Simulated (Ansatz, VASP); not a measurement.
# Yb in VASP and in Ansatz

```
Yb
1.0
     0.00000    2.61516    2.61516
     2.61516    0.00000    2.61516
     2.61516    2.61516    0.00000
Yb
1
Direct
  0.00000 0.00000 0.00000
```

Alike in both runs: task single point; functional PBE; k mesh 10 × 10 × 10; occupations gaussian, width 0.1 eV; no spin polarisation.

|  | VASP | Ansatz |
| --- | --- | --- |
| version | VASP 6.6.1 | Ansatz 0.2.0 |
| potentials or method | VASP PAW PBE potentials, release 64 (Yb), cutoff 520 eV | plane waves (420 eV) with PAW, scalar-relativistic |
| valence electrons in the cell | 24 | 24 |

|  | VASP | Ansatz | Ansatz less VASP |
| --- | --- | --- | --- |
| pressure (GPa) | 0.4 | -0.1 | -0.48 |

Neither program's run includes spin-orbit coupling.
